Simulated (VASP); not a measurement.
A run of VASP 6.6.1 is set up as follows.

Contents of INCAR:

```
SYSTEM = SnSe2
  PREC = Accurate
  ENCUT = 520
  EDIFF = 1E-6
  ISMEAR = 0
  SIGMA = 0.05
  LREAL = .FALSE.
  LASPH = .TRUE.
  NELM = 80
  ALGO = Normal
  ISIF = 2
  LWAVE = .FALSE.
  LCHARG = .FALSE.
  GGA = PE
  IVDW = 12
  NBANDS = 20
```

KPOINTS

```
Automatic mesh
0
G
  9 9 6
  0 0 0
```

File POSCAR:

```
SnSe2
1.0
    4.1158786841      0.0000000000      0.0000000000
   -2.0579393420      3.5644554993      0.0000000000
    0.0000000000      0.0000000000      6.6279600000
Sn Se
1 2
Direct
    0.0000000000      0.0000000000      0.0000000000
    0.3333333333      0.6666666667      0.2500000000
    0.6666666667      0.3333333333      0.7500000000
```

Potentials or basis: VASP PAW PBE potentials, release 64 (Sn_d, Se).

Launch:

```bash
$ cat potpaw_PBE.64/Sn_d/POTCAR potpaw_PBE.64/Se/POTCAR > POTCAR
$ mpirun -np 1 vasp_std > vasp.out
```

Question: Predict the pressure.

Answer: -7.5 GPa.

Question: Estimate the band gap on the k mesh.

Answer: 0.28 eV (least direct gap 0.39 eV).

Forces in eV/Å, atoms in the order of the input:
```
Sn   0.000  0.000  0.000
Se   0.000  0.000 -0.877
Se   0.000  0.000  0.877
```

Caveat: the cell differs from its parent crystal (strain +0.080 along x and y, +0.080 along z); the cell stands under tension; spin-orbit coupling is left out, which moves the levels of the heavy elements; an odd mesh through Γ misses points on the zone boundary, where band edges can lie.
